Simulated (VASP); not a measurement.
# AlN: single point with PBE

Crystal: AlN.

```xyz
8
Lattice="-3.1302 0.0000 0.0000 -1.5651 -2.7109 0.0000 0.0000 0.0000 9.7360" Properties=species:S:1:pos:R:3 pbc="T T T"
Al   -1.5651   -0.9036    6.5697
Al   -1.5651   -0.9036    1.5517
Al   -3.1302   -1.8072    9.0787
Al   -3.1302   -1.8072    4.0607
N    -1.5651   -0.9036    8.4843
N    -1.5651   -0.9036    3.4663
N    -3.1302   -1.8072    0.9573
N    -3.1302   -1.8072    5.9753
```

- Program: VASP 6.6.1
- Task: single point
- Functional: PBE
- Potentials or basis: VASP PAW PBE potentials, release 64 (Al, N)
- Cutoff: 520 eV
- k mesh: 8 × 8 × 3
- Occupations: gaussian, width 0.05 eV
- Spin: no spin polarisation
- Dipole correction: no
- Further INCAR settings: ALGO = Normal; EDIFF = 1e-06; NBANDS = 26

* Pressure: 9.6 GPa
* Largest force: 7.861 eV/Å
* Band gap on the k mesh: 4.24 eV, direct

Forces in eV/Å, atoms in the order of the input:
```
Al   0.000  0.000  0.287
Al   0.000  0.000  0.637
Al   0.000  0.000 -7.861
Al   0.000  0.000  0.272
N    0.000  0.000 -0.526
N    0.000  0.000 -0.287
N    0.000  0.000  7.747
N    0.000  0.000 -0.270
```

Stress tensor (GPa, compression positive):
```
 1.38  0.00  0.00
 0.00  1.38  0.00
 0.00  0.00 26.14
```

Levels at points of the mesh, in eV from the valence-band top:
```tsv
k point	band 12	band 13	band 14	band 15	band 16	band 17	band 18	band 19	band 20	band 21
(0.00, 0.00, 0.00)	-0.38	-0.38	0.00	0.00	0.00	4.24	6.10	6.44	6.82	9.94
(0.50, 0.00, 0.00)	-1.66	-1.37	-1.28	-1.09	-0.51	5.17	5.41	5.79	6.03	8.15
```

It took 81 s on 1 thread of AMD EPYC 7R13 (shared host), peak memory 0.17 GiB.

Caveat: forces of over 1 eV/Å act on the atoms, so gaps and moduli don't describe the material at rest. A k mesh can miss the band edges.
